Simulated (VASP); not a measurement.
**HfN: single point with PBE**

The system is HfN.

```xyz
2
Lattice="0.0000 2.2560 2.2560 2.2560 0.0000 2.2560 2.2560 2.2560 0.0000" Properties=species:S:1:pos:R:3 pbc="T T T"
Hf    0.0000    0.0000    0.0000
N     2.2560    2.2560    2.2560
```

* Program: VASP 6.6.1
* Task: single point
* Functional: PBE
* Potentials or basis: VASP PAW PBE potentials, release 64 (Hf_pv, N)
* Cutoff: 600 eV
* k mesh: 10 × 10 × 10
* Occupations: gaussian, width 0.023 eV
* Spin: no spin polarisation

```json
{"Pressure": "4.1 GPa", "Band gap on the k mesh": "zero (an odd number of electrons rules out a gap without spin polarisation)"}
```

Levels at points of the mesh, in eV from the Fermi level:
```csv
k point,band 6,band 7,band 8,band 9,band 10,band 11
"(0.00, 0.00, 0.00)",-3.07,-3.07,-0.38,-0.38,-0.38,1.80
"(0.50, 0.00, 0.00)",-6.24,-6.24,3.26,3.69,3.69,4.41
"(0.50, 0.50, 0.00)",-3.86,-3.74,-3.74,4.09,5.53,5.53
```

It took 10 s on 1 thread of Intel(R) Xeon(R) 6975P-C (Granite Rapids), with other jobs on the host, peak memory 0.17 GiB.

Caveat: the cell stands under pressure; spin-orbit coupling is left out, which moves the levels of the heavy elements.
